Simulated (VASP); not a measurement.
A run of VASP 6.6.1 is set up as follows.

The input INCAR:

```
ALGO = Normal
EDIFF = 1E-6
ENCUT = 520
GGA = CA
ISIF = 2
ISMEAR = 0
LASPH = T
LCHARG = T
LELF = T
LREAL = F
LVHAR = T
LWAVE = F
NBANDS = 9
NELM = 60
PREC = Accurate
SIGMA = 0.15
```

The input KPOINTS:

```
k-points
0
Gamma
  20 20 20
```

The input POSCAR:

```
Se
1.0
   -1.7290003441      1.7290003441      1.7034486149
    1.7290003441     -1.7290003441      1.7034486149
    1.7290003441      1.7290003441     -1.7034486149
Se
1
Direct
    0.0000000000      0.0000000000      0.0000000000
```

Potentials or basis: VASP PAW LDA potentials, release 64 (Se).

Command:

```sh
$ cat potpaw_LDA.64/Se/POTCAR > POTCAR
$ mpirun -np 1 vasp_std > vasp.out
```

Predict the band gap on the k mesh.

zero (bands 3 and 4 overlap by 6.60 eV).

What does it give for the pressure?

-5.5 GPa.

Stress tensor (GPa, compression positive):
```
-5.83  0.00  0.00
 0.00 -5.83  0.00
 0.00  0.00 -4.77
```

Caveat: the cell differs from its parent crystal (strain +0.0150 x Voigt [1, 1, 0, 0, 0, 0]); the cell stands under tension.
